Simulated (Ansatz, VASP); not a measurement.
## CsCl: VASP beside Ansatz

The input POSCAR:

```
CsCl
1.0
    4.1406758780      0.0000000000      0.0000000000
    0.0000000000      4.1406758780      0.0000000000
    0.0000000000      0.0000000000      4.1406758780
Cs Cl
1 1
Direct
    0.0000000000      0.0000000000      0.0000000000
    0.5000000000      0.5000000000      0.5000000000
```

INCAR.step1

```
ALGO = Normal
EDIFF = 1E-5
ENCUT = 400
GGA = PE
GGA_COMPAT = F
ISIF = 2
ISMEAR = 0
LASPH = T
LCHARG = F
LREAL = F
LWAVE = T
NBANDS = 15
NELM = 120
PREC = Accurate
SIGMA = 0.01
```

File INCAR.step2:

```
AEXX = 0.1
ALGO = Normal
EDIFF = 1E-6
ENCUT = 400
GGA = PE
GGA_COMPAT = F
HFSCREEN = 0.3
ISIF = 2
ISMEAR = 0
ISTART = 1
LASPH = T
LCHARG = F
LHFCALC = T
LREAL = F
LWAVE = F
NBANDS = 15
NELM = 120
PREC = Accurate
PRECFOCK = Normal
SIGMA = 0.01
```

Contents of KPOINTS:

```
k-points
0
Gamma
  4 4 4
```

Input for Ansatz:

```yaml
crystal:
  lattice:
    - [4.140675878, 0.0, 0.0]
    - [0.0, 4.140675878, 0.0]
    - [0.0, 0.0, 4.140675878]
  atoms:
    - { symbol: Cs, position: [0.0, 0.0, 0.0] }
    - { symbol: Cl, position: [0.5, 0.5, 0.5] }
kpoints:
  mp_grid: { grid: [4, 4, 4] }
hamiltonian:
  xc: { exchange: pbe, correlation: pbe, exx: { coeff: 0.1, omega: 0.3 } }
scf:
  occupations: { method: fixed }
  n_extra_bands: 4
output:
  forces: true
  stress: true
  eigenvalues: true
```

Alike in both runs: task single point; functional PBE-based screened hybrid with a share of 0.1 of exact exchange and HFSCREEN = 0.3; k mesh 4 × 4 × 4; no spin polarisation.

```csv
,VASP,Ansatz
version,VASP 6.6.1,Ansatz 0.2.0
potentials or method,"VASP PAW PBE potentials, release 64 (Cs_sv, Cl)",plane waves
plane-wave cutoff (eV),400,420
occupations,"gaussian, width 0.01 eV",fixed
valence electrons in the cell,16,16
```

|  | VASP | Ansatz | Ansatz less VASP |
| --- | --- | --- | --- |
| gap on the k mesh at the Fermi level (eV) | 5.63 | 5.64 | +0.013 |
| pressure (GPa) | 0.6 | 0.6 | +0.01 |

VASP's potentials were made for PBE, not for PBE-based screened hybrid. Ansatz's warnings: stress exchange threshold loose, stress scf threshold loose.

Spin-orbit coupling is off throughout.
